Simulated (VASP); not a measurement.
Crystal: Mg7Cd9O16.

```
CELL_PARAMETERS angstrom
8.96212 0.00000 0.00000
0.00000 8.96212 0.00000
0.00000 0.00000 8.96212
ATOMIC_POSITIONS crystal
O 0.25187 0.99767 0.00204
O 0.24915 0.00228 0.50097
O 0.25055 0.50076 0.99839
O 0.25292 0.49867 0.50025
O 0.74704 0.99909 0.99895
O 0.74935 0.00240 0.49994
O 0.75152 0.50026 0.99823
O 0.74835 0.50158 0.49928
O 0.99909 0.25003 0.00187
O 0.00005 0.25352 0.49689
O 0.00124 0.74933 0.00103
O 0.99738 0.74975 0.49787
O 0.50225 0.25009 0.00327
O 0.50137 0.24974 0.49747
O 0.50199 0.74782 0.99446
O 0.50026 0.75078 0.49662
O 0.99971 0.99785 0.24972
O 0.00129 0.00115 0.75168
O 0.00030 0.50023 0.24926
O 0.99774 0.49696 0.75180
O 0.50218 0.00208 0.25045
O 0.49901 0.99843 0.74904
O 0.50273 0.50092 0.25380
O 0.50040 0.50473 0.75211
O 0.24793 0.24890 0.25117
O 0.24706 0.24891 0.74769
O 0.24886 0.74725 0.24826
O 0.25217 0.74834 0.74962
O 0.75301 0.24979 0.24512
O 0.75324 0.25229 0.75042
O 0.75141 0.74878 0.25346
O 0.75033 0.75029 0.74673
Mg 0.99853 0.00000 0.99982
Mg 0.00040 0.99881 0.50278
Mg 0.50207 0.50008 0.50028
Mg 0.25049 0.24992 0.49811
Mg 0.74885 0.25576 0.50038
Mg 0.24949 0.00404 0.25013
Mg 0.75263 0.99787 0.25304
Mg 0.75257 0.99999 0.74691
Mg 0.74883 0.50436 0.24942
Mg 0.00046 0.24793 0.24963
Mg 0.99857 0.75033 0.24919
Mg 0.49805 0.24938 0.74773
Mg 0.50080 0.75138 0.24761
Mg 0.50045 0.75459 0.75798
Cd 0.99936 0.50294 0.00928
Cd 0.99893 0.50131 0.49721
Cd 0.49996 0.00410 0.00347
Cd 0.50344 0.00350 0.49702
Cd 0.50022 0.50200 0.99811
Cd 0.25298 0.25035 0.99593
Cd 0.25122 0.74793 0.99857
Cd 0.24810 0.74907 0.50129
Cd 0.75147 0.24980 0.00173
Cd 0.75113 0.74657 0.00320
Cd 0.74930 0.74876 0.49910
Cd 0.25098 0.99850 0.75168
Cd 0.25059 0.49912 0.25065
Cd 0.24807 0.50128 0.74536
Cd 0.74605 0.49670 0.75215
Cd 0.99985 0.25030 0.75304
Cd 0.99916 0.74837 0.75140
Cd 0.50392 0.24704 0.24799
```

```yaml
Program: VASP 6.6.1
Task: relaxation of volume and atoms at fixed shape
Functional: PBEsol
Potentials_or_basis: VASP PAW PBE potentials, release 64 (O, Mg, Cd)
Cutoff: 600 eV
k_mesh: 1 × 1 × 1, shifted
Occupations: fermi-dirac, width 0.05 eV
Spin: no spin polarisation
```

At the start: pressure 8.2 GPa; volume 11.25 Å³/atom.

How do energy, volume and symmetry change on relaxing?

Over 20 steps the energy falls by 81.1 meV/atom and the volume is 11.57 Å³/atom (+2.9 %); space group P1 (No. 1, to 0.1 Å) before and after.

The path:
| step | energy change (eV) | largest force (eV/Å) | pressure (GPa) | volume (Å³) |
| --- | --- | --- | --- | --- |
| 1 | 0.0000 | 2.8643 | 8.21 | 719.83 |
| 2 | -3.2679 | 0.7690 | -6.48 | 781.57 |
| 3 | -3.3571 | 1.0269 | -4.75 | 771.99 |
| 4 | -4.6883 | 0.5305 | -1.33 | 748.60 |
| 5 | -4.8878 | 0.5341 | 1.01 | 735.67 |
| 6 | -5.0741 | 0.3035 | 0.22 | 739.27 |
| 7 | -5.1013 | 0.2780 | -0.16 | 741.24 |
| 8 | -5.1435 | 0.1426 | 0.06 | 740.28 |
| 9 | -5.1534 | 0.1699 | 0.24 | 739.54 |
| 10 | -5.1689 | 0.0883 | -0.20 | 741.68 |
| 11 | -5.1699 | 0.0730 | -0.33 | 742.34 |
| 12 | -5.1775 | 0.0720 | 0.17 | 739.83 |
| 13 | -5.1775 | 0.0720 | 0.19 | 739.75 |
| 14 | -5.1828 | 0.0577 | 0.03 | 740.49 |
| 15 | -5.1834 | 0.0531 | -0.03 | 740.77 |
| 16 | -5.1857 | 0.0445 | 0.00 | 740.69 |
| 17 | -5.1862 | 0.0393 | 0.01 | 740.63 |
| 18 | -5.1875 | 0.0317 | -0.02 | 740.74 |
| 19 | -5.1877 | 0.0393 | -0.03 | 740.80 |
| 20 | -5.1884 | 0.0192 | 0.05 | 740.43 |

Final structure:
```xyz
64
Lattice="9.0468 0.0000 0.0000 0.0000 9.0468 0.0000 0.0000 0.0000 9.0468" Properties=species:S:1:pos:R:3 pbc="T T T"
O     2.0970    0.0219    0.1529
O     2.1255    0.1320    4.4039
O     2.2467    4.5027    0.0170
O     2.3755    4.3476    4.4942
O     6.9215    0.0235    0.0729
O     6.9121    0.1290    4.4930
O     6.7879    4.4975    0.1698
O     6.6982    4.3595    4.4068
O     0.0037    2.1395    0.1598
O     0.0094    2.1616    4.4140
O     0.0045    6.9338    0.1519
O     0.0147    6.9348    4.4100
O     4.5114    2.2681    8.8453
O     4.5287    2.3501    4.5969
O     4.5229    6.7750    9.0329
O     4.5263    6.6563    4.5227
O     9.0044    9.0335    2.2863
O     8.9105    0.0020    6.8010
O     8.9129    4.6370    2.2879
O     9.0284    4.5533    6.7930
O     4.6124    8.9249    2.2624
O     4.6601    9.0235    6.7589
O     4.6551    4.6541    2.3731
O     4.5644    4.5695    6.6417
O     2.1679    2.1375    2.3812
O     2.3950    2.2318    6.6137
O     2.2989    6.9298    2.2825
O     2.4366    6.8131    6.7775
O     6.8774    2.2228    2.3860
O     6.6752    2.1415    6.6274
O     6.7827    6.8366    2.2883
O     6.6560    6.9268    6.7742
Mg    9.0139    0.0080    0.1022
Mg    9.0249    0.0406    4.4521
Mg    4.5564    4.4927    4.5051
Mg    2.2618    2.2292    4.4862
Mg    6.7885    2.2333    4.4907
Mg    2.1567    9.0464    2.2912
Mg    6.8292    0.0043    2.2976
Mg    6.7882    0.0268    6.7143
Mg    6.7861    4.5208    2.3169
Mg    9.0185    2.1566    2.3056
Mg    8.9890    6.8557    2.2789
Mg    4.5525    2.2379    6.6895
Mg    4.5689    6.7920    2.3046
Mg    4.5600    6.7882    6.7359
Cd    9.0292    4.5274    0.0592
Cd    9.0425    4.4924    4.4920
Cd    4.5397    9.0378    9.0431
Cd    4.5263    0.0085    4.5055
Cd    4.5391    4.5303    9.0459
Cd    2.2523    2.2341    0.0094
Cd    2.2613    6.8177    0.0282
Cd    2.2721    6.7997    4.5072
Cd    6.7911    2.2379    0.0023
Cd    6.7887    6.8106    0.0167
Cd    6.7889    6.7903    4.5178
Cd    2.2549    0.0132    6.7746
Cd    2.2633    4.5379    2.2873
Cd    2.3143    4.5068    6.7525
Cd    6.7597    4.4964    6.7505
Cd    9.0380    2.2293    6.7596
Cd    9.0367    6.8354    6.8010
Cd    4.5370    2.2638    2.2899
```

Caveat: the PAW data sets were made with another functional, which shifts forces and pressure a little.
